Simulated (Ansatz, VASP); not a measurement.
# Two plane-wave programs on VN

Contents of INCAR:

```
PREC = Accurate
ENCUT = 600
EDIFF = 1E-6
ISMEAR = 0
SIGMA = 0.1
LREAL = F
LASPH = T
NELM = 200
ALGO = Normal
ISIF = 2
LWAVE = F
LCHARG = T
ISPIN = 2
MAGMOM = 0.3 0
LORBIT = 11
LMAXMIX = 4
GGA = PE
LELF = T
LVHAR = T
NBANDS = 20
GGA_COMPAT = F
```

KPOINTS

```
Automatic mesh
0
Gamma
  6 6 6
```

File POSCAR:

```
VN
1.0
    0.0000000000      2.0624650000      2.0624650000
    2.0624650000      0.0000000000      2.0624650000
    2.0624650000      2.0624650000      0.0000000000
V N
1 1
Direct
    0.0000000000      0.0000000000      0.0000000000
    0.5000000000      0.5000000000      0.5000000000
```

Input for Ansatz:

```yaml
crystal:
  lattice:
    - [0.0, 2.062465, 2.062465]
    - [2.062465, 0.0, 2.062465]
    - [2.062465, 2.062465, 0.0]
  atoms:
    - { symbol: V, position: [0.0, 0.0, 0.0], spin: 0.3 }
    - { symbol: "N", position: [0.5, 0.5, 0.5] }
basis:
  ecutwfc: "47 Ry"
kpoints:
  mp_grid: { grid: [6, 6, 6] }
hamiltonian:
  xc: pbe
scf:
  occupations: { method: gaussian, width: 0.1 }
  lower_state_search: "off"
output:
  forces: true
  stress: true
  eigenvalues: true
  populations: true
magnetization:
  spin_polarized: true
```

Alike in both runs: task single point; functional PBE; k mesh 6 × 6 × 6; occupations gaussian, width 0.1 eV; collinear spin.

```csv
,VASP,Ansatz
version,VASP 6.6.1,Ansatz 0.2.0
potentials or method,"VASP PAW PBE potentials, release 64 (V_sv, N), cutoff 600 eV","scalar-relativistic, plane waves, PAW"
valence electrons in the cell,18,18
```

VASP gave:

- gap on the k mesh at the Fermi level (eV): none
- pressure (GPa): -0.2
- net moment per atom (μB): 0.17
- size of the moment on the site where the two differ most (μB): 0.33

Q: Which values does Ansatz return?

A: gap on the k mesh at the Fermi level (eV): none; pressure (GPa): -0.8; net moment per atom (μB): 0.17; size of the moment on the site where the two differ most (μB): 0.28.

Site moments also hang on the region over which each program counts them. A gap of «none» marks a metal or a gap that the smearing closes. With one functional, cell and mesh, what is left measures potentials, basis and numerics.

The k mesh is coarse, so the values compare programs but aren't converged.
